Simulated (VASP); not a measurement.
A run of VASP 6.6.1:

The input INCAR:

```
SYSTEM = CaPtC4N4
  ALGO = Normal
  EDIFF = 1E-7
  ENCUT = 520
  GGA = PE
  ISIF = 2
  ISMEAR = 0
  LASPH = .True.
  LCHARG = .True.
  LELF = .True.
  LREAL = .False.
  LVHAR = .True.
  LWAVE = .False.
  NBANDS = 39
  NELM = 80
  PREC = Accurate
  SIGMA = 0.1
```

The input KPOINTS:

```
k-points
0
Gamma
  4 4 4
  0 0 0
```

File POSCAR:

```
CaPtC4N4
1.0
    3.6937981311     -4.0575088785      0.0000000000
    3.6937981311      4.0575088785      0.0000000000
    0.0000000000      0.0000000000      7.8401680996
Ca Pt C N
1 1 4 4
Direct
    0.0000000000      0.0000000000      0.0000000000
    0.5000000000      0.5000000000      0.5000000000
    0.2262642779      0.7737357221      0.7802250178
    0.7737357221      0.2262642779      0.2197749822
    0.2262642779      0.7737357221      0.2197749822
    0.7737357221      0.2262642779      0.7802250178
    0.3296442922      0.6703557078      0.6764221773
    0.6703557078      0.3296442922      0.3235778227
    0.3296442922      0.6703557078      0.3235778227
    0.6703557078      0.3296442922      0.6764221773
```

Potentials or basis: VASP PAW PBE potentials, release 64 (Ca_sv, Pt, C, N).

Command:

```sh
$ cat potpaw_PBE.64/Ca_sv/POTCAR potpaw_PBE.64/Pt/POTCAR potpaw_PBE.64/C/POTCAR potpaw_PBE.64/N/POTCAR > POTCAR
$ mpirun -np 1 vasp_std > vasp.out
```

Hardware: 1 thread of Intel(R) Xeon(R) 6975P-C (Granite Rapids), on a shared host.

Task: How long does it take, and how much memory?

Result: Run time: 2.2 min on 1 thread of Intel(R) Xeon(R) 6975P-C (Granite Rapids), with other jobs on the host, peak memory 0.44 GiB. Counts: scf iterations 18, k points 21.
